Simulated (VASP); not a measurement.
# TaN (P6/mmm) in VASP: a series of runs, part 2 of 2

VASP 6.6.1. The steps go on from the part before.

### Step 4. Electric field gradients, LDA (zz strain of +1 %)

INCAR reads:

```
SYSTEM = TaN
ALGO = Normal
EDIFF = 1E-8
ENCUT = 520
ISIF = 2
ISMEAR = -1
LASPH = .True.
LCHARG = .False.
LEFG = .True.
LREAL = .False.
LWAVE = .False.
NBANDS = 33
NELM = 80
PREC = Accurate
SIGMA = 0.03
```

KPOINTS reads:

```
k-points
0
Gamma
  5 5 8
  0 0 0
```

POSCAR reads:

```
TaN
1.0
    5.1849992558      0.0000000000      0.0000000000
   -2.5924996279      4.4903410741      0.0000000000
    0.0000000000      0.0000000000      2.9370800000
Ta N
3 3
Direct
    0.0000000000      0.0000000000      0.0000000000
    0.3333333333      0.6666666667      0.5000000000
    0.6666666667      0.3333333333      0.5000000000
    0.5000000000      0.0000000000      0.0000000000
    0.5000000000      0.5000000000      0.0000000000
    0.0000000000      0.5000000000      0.0000000000
```

Potentials or basis: VASP PAW LDA potentials, release 64 (Ta_pv, N).

On the command line:

```
$ cat potpaw_LDA.64/Ta_pv/POTCAR potpaw_LDA.64/N/POTCAR > POTCAR
$ mpirun -np 1 vasp_std > vasp.out
```

OUTCAR:

```text
SYSTEM = TaN
   EDIFF = 1E-8
   ENCUT = 520
   ISIF = 2
   ISMEAR = -1
   LASPH = .True.
   LREAL = .False.
   NELM = 80
   PREC = Accurate

 ion  position               nearest neighbor table
   1  0.000  0.000  0.000-   5 2.59   6 2.59   6 2.59   5 2.59   4 2.59   4 2.59   3 3.33   3 3.33
                             2 3.33   2 3.33   2 3.33   3 3.33   2 3.33   3 3.33   2 3.33   3 3.33
   2  0.333  0.667  0.500-   4 2.10   4 2.10   6 2.10   6 2.10   5 2.10   5 2.10   3 2.99   3 2.99
                             3 2.99   1 3.33   1 3.33   1 3.33   1 3.33   1 3.33   1 3.33
   3  0.667  0.333  0.500-   4 2.10   4 2.10   6 2.10   6 2.10   5 2.10   5 2.10   2 2.99   2 2.99
                             2 2.99   1 3.33   1 3.33   1 3.33   1 3.33   1 3.33   1 3.33
   4  0.500  0.000  0.000-   2 2.10   3 2.10   2 2.10   3 2.10   1 2.59   1 2.59
   5  0.500  0.500  0.000-   2 2.10   3 2.10   2 2.10   3 2.10   1 2.59   1 2.59
   6  0.000  0.500  0.000-   2 2.10   3 2.10   2 2.10   3 2.10   1 2.59   1 2.59

  LATTYP: Found a hexagonal cell.
 ALAT       =     5.1849992558
 C/A-ratio  =     0.5664571691

  Lattice vectors:

 A1 = (   5.1849992558,   0.0000000000,   0.0000000000)
 A2 = (  -2.5924996279,   4.4903410741,   0.0000000000)
 A3 = (   0.0000000000,   0.0000000000,   2.9370800000)

Analysis of symmetry for initial positions (statically):
=====================================================================
 Subroutine PRICEL returns:
 Original cell was already a primitive cell.

 Routine SETGRP: Setting up the symmetry group for a
 hexagonal supercell.

 Subroutine GETGRP returns: Found 24 space group operations
 (whereof 24 operations were pure point group operations)
 out of a pool of 24 trial point group operations.

The static configuration has the point symmetry D_6h.

Analysis of symmetry for dynamics (positions and initial velocities):
=====================================================================
 Subroutine PRICEL returns:
 Original cell was already a primitive cell.

 Routine SETGRP: Setting up the symmetry group for a
 hexagonal supercell.

 Subroutine GETGRP returns: Found 24 space group operations
 (whereof 24 operations were pure point group operations)
 out of a pool of 24 trial point group operations.

The dynamic configuration has the point symmetry D_6h.

 Subroutine INISYM returns: Found 24 space group operations
 (whereof 24 operations are pure point group operations),
 and found     1 'primitive' translations

----------------------------------------------------------------------------------------

                                     Primitive cell

  volume of cell :      68.3823

  direct lattice vectors                    reciprocal lattice vectors
     5.184999256  0.000000000  0.000000000     0.192864059  0.111350116  0.000000000
    -2.592499628  4.490341074  0.000000000     0.000000000  0.222700232  0.000000000
     0.000000000  0.000000000  2.937080000     0.000000000  0.000000000  0.340474212

  length of vectors
     5.184999256  5.184999256  2.937080000     0.222700232  0.222700232  0.340474212

  position of ions in fractional coordinates (direct lattice)
     0.000000000  0.000000000  0.000000000
[... 106 lines left out ...]
  volume/ion in A,a.u.               =      11.40        76.91
  Fermi-wavevector in a.u.,A,eV,Ry     =   1.454925  2.749410 28.800909  2.116807
  Thomas-Fermi vector in A             =   2.572019
   LORBIT       =      0    0 simple, 1 ext, 2 COOP (PROOUT), +10 PAW based schemes
   GGA     = CA    functional components
   LHFCALC =     F    Hartree Fock is set to
   AEXX    =    0.0000 exact exchange contribution
   IVDW    =     0    specifies the selected vdW correction
   LEPSILON=     F    determine dielectric tensor
   LRPA    =     F    only Hartree local field effects (RPA)
 non-spin polarized calculation
  energy-cutoff  :      520.00
  volume of cell :       68.38
 maximum number of plane-waves:      1858
 NGX is ok and might be reduce to    40
   NGX = 19   NGY = 19   NGZ = 11

 number of electron      48.0000010 magnetization

 Free energy of the ion-electron system (eV)
  ---------------------------------------------------
  ext. energy  EPLUGINS =         0.00000000
  ---------------------------------------------------
  free energy    TOTEN  =       -71.31410405 eV

  energy without entropy =      -71.31141017  energy(sigma->0) =      -71.31275711

 E-fermi :   7.9581     XC(G=0): -13.2386

 val. band max:        7.8931671117   @ k =   0.0000   0.0000   0.3750
 cond. band min:       8.0185953867   @ k =   0.2000  -0.0000   0.2500
 fundamental gap:      0.1254282750
 Fermi energy:         7.9580913808

 k-point     1 :       0.0000    0.0000    0.0000
  band No.  band energies     occupation
      1     -28.0386      2.00000
      2     -28.0386      2.00000
      3     -27.6508      2.00000
      4     -27.6508      2.00000
      5     -27.4590      2.00000
      6     -27.3264      2.00000
[... 853 lines left out ...]
     32      11.8339      0.00000
     33      13.2707      0.00000

 [... further k-points ...]
[... 5 lines left out ...]
  --------------------------------------------------------------------------------------
  -------------------------------------------------------------------------------------
  Total       -1.9555464     -1.9555464     -4.9518604      0.0000000      0.0000000      0.0000000
  in kB      -45.8178715    -45.8178715   -116.0206173      0.0000000      0.0000000      0.0000000
  external PRESSURE =     -69.2187867 kB  Pullay stress =       0.0000000 kB

 VOLUME and BASIS-vectors are now :
 -----------------------------------------------------------------------------
  energy-cutoff  :      520.00
  volume of cell :       68.38
      direct lattice vectors                 reciprocal lattice vectors
     5.184999256  0.000000000  0.000000000     0.192864059  0.111350116  0.000000000
    -2.592499628  4.490341074  0.000000000     0.000000000  0.222700232  0.000000000
     0.000000000  0.000000000  2.937080000     0.000000000  0.000000000  0.340474212

 POSITION                                       TOTAL-FORCE (eV/Angst)
 -----------------------------------------------------------------------------------
      0.00000      0.00000      0.00000        -0.000000      0.000000      0.000000
     -0.00000      2.99356      1.46854         0.000000      0.000000      0.000000
      2.59250      1.49678      1.46854        -0.000000      0.000000     -0.000000
      2.59250      0.00000      0.00000         0.000000      0.000000      0.000000
      1.29625      2.24517      0.00000         0.000000      0.000000      0.000000
     -1.29625      2.24517      0.00000        -0.000000      0.000000      0.000000
 -----------------------------------------------------------------------------------
    total drift:                               -0.000000      0.000000     -0.000000

  FREE ENERGIE OF THE ION-ELECTRON SYSTEM (eV)
  ---------------------------------------------------
  free  energy   TOTEN  =       -71.3141040461 eV

  energy  without entropy=      -71.3114101738  energy(sigma->0) =      -71.31275711

 Electric field gradients (V/A^2)
---------------------------------------------------------------------
 ion       V_xx      V_yy      V_zz      V_xy      V_xz      V_yz
---------------------------------------------------------------------
   1     167.988   167.987  -335.975    -0.001     0.000    -0.000
   2     182.217   182.218  -364.435     0.000     0.000    -0.000
   3     182.217   182.218  -364.435     0.000     0.000    -0.000
   4      33.170   -29.567    -3.602     0.001     0.000     0.000
   5     -13.884    17.486    -3.603    27.167     0.000    -0.000
   6     -13.884    17.486    -3.602   -27.166    -0.000    -0.000
---------------------------------------------------------------------

 Electric field gradients after diagonalization (V/A^2)
 (convention: |V_zz| > |V_xx| > |V_yy|)
----------------------------------------------------------------------
 ion       V_xx      V_yy      V_zz     asymmetry (V_yy - V_xx)/ V_zz
----------------------------------------------------------------------
   1     167.988   167.987  -335.975       0.000
   2     182.218   182.217  -364.435       0.000
   3     182.218   182.217  -364.435       0.000
   4     -29.567    -3.602    33.170       0.783
   5     -29.569    -3.603    33.172       0.783
   6     -29.567    -3.602    33.170       0.783
----------------------------------------------------------------------

           NMR quadrupolar parameters

 Cq : quadrupolar parameter    Cq=e*Q*V_zz/h
 eta: asymmetry parameters     (V_yy - V_xx)/ V_zz
 Q  : nuclear electric quadrupole moment in mb (millibarn)
----------------------------------------------------------------------
 ion       Cq(MHz)       eta       Q (mb)
----------------------------------------------------------------------
   1      -0.812       0.000       1.000
   2      -0.881       0.000       1.000
   3      -0.881       0.000       1.000
   4       0.080       0.783       1.000
   5       0.080       0.783       1.000
   6       0.080       0.783       1.000
----------------------------------------------------------------------
```

OSZICAR:

```text
N       E                     dE             d eps       ncg     rms          rms(c)
DAV:   1     0.433819955347E+03    0.43382E+03   -0.25746E+04  1650   0.152E+03
DAV:   2    -0.540886243892E+02   -0.48791E+03   -0.46543E+03  1890   0.441E+02
DAV:   3    -0.815646751195E+02   -0.27476E+02   -0.26939E+02  1997   0.100E+02
DAV:   4    -0.821183275123E+02   -0.55365E+00   -0.54837E+00  2059   0.134E+01
DAV:   5    -0.821323405732E+02   -0.14013E-01   -0.13971E-01  2092   0.166E+00    0.449E+01
DAV:   6    -0.720713550913E+02    0.10061E+02   -0.50643E+01  1989   0.384E+01    0.195E+01
DAV:   7    -0.715462218896E+02    0.52513E+00   -0.42750E+00  2079   0.143E+01    0.111E+01
DAV:   8    -0.713566032121E+02    0.18962E+00   -0.70616E-01  2053   0.523E+00    0.390E+00
DAV:   9    -0.713156842435E+02    0.40919E-01   -0.95609E-02  2062   0.278E+00    0.465E-01
DAV:  10    -0.713144257545E+02    0.12585E-02   -0.14145E-02  2057   0.640E-01    0.187E-01
DAV:  11    -0.713141247979E+02    0.30096E-03   -0.18645E-03  2072   0.291E-01    0.516E-02
DAV:  12    -0.713141050752E+02    0.19723E-04   -0.16153E-04  2068   0.793E-02    0.204E-02
DAV:  13    -0.713141040134E+02    0.10618E-05   -0.93405E-06  2033   0.198E-02    0.394E-03
DAV:  14    -0.713141041437E+02   -0.13025E-06   -0.93626E-07  2107   0.535E-03    0.302E-03
DAV:  15    -0.713141040470E+02    0.96701E-07   -0.47378E-07  2096   0.420E-03    0.324E-04
DAV:  16    -0.713141040461E+02    0.84992E-09   -0.17212E-08  1488   0.784E-04
   1 F= -.71314104E+02 E0= -.71312757E+02  d E =-.269387E-02
```

stdout:

```text
POSCAR found type information on POSCAR TaN
 POSCAR found :  2 types and       6 ions
 scaLAPACK will be used
 LDA part: xc-table for (Slater(with rela. corr.)+CA(PZ))
 , standard interpolation
 POSCAR, INCAR and KPOINTS ok, starting setup
 FFT: planning ... GRIDC
 FFT: planning ... GRID_SOFT
 FFT: planning ... GRID
 WAVECAR not read
 entering main loop
ion   1

ion   2

ion   3

ion   4

ion   5

ion   6
```

Wall time 85 s (1 thread of Intel Xeon 8259CL, shared host); peak memory 0.19 GiB.

Results:

```yaml
Free_energy: -71.3141 eV
Pressure: -6.9 GPa
Band_gap_on_the_k_mesh: zero (band 24 reaches 8.80 eV, above the bottom of band 25 at 6.71 eV)
```

Levels at points of the mesh, in eV from the Fermi level:
```tsv
k point	band 22	band 23	band 24	band 25	band 26	band 27
(0.00, 0.00, 0.00)	-2.39	-1.97	-1.25	-1.25	0.68	0.68
(0.00, 0.00, 0.50)	-2.98	-1.85	0.84	0.84	1.35	1.75
```

Electric field gradients, principal values (V/Å²):
| atom | least | middle | greatest (by size) |
| --- | --- | --- | --- |
| 1 Ta | 167.987 | 167.988 | -335.975 |
| 2 Ta | 182.217 | 182.218 | -364.435 |
| 3 Ta | 182.217 | 182.218 | -364.435 |
| 4 N | -3.602 | -29.567 | 33.170 |
| 5 N | -3.603 | -29.569 | 33.172 |
| 6 N | -3.602 | -29.567 | 33.170 |

Caveat: the cell differs from its parent crystal (zz strain of +1 %); without QUAD_EFG the Cq values of the log hold for a quadrupole moment of 1 mb, not for the nuclei; spin-orbit coupling is left out, which moves the levels of the heavy elements.
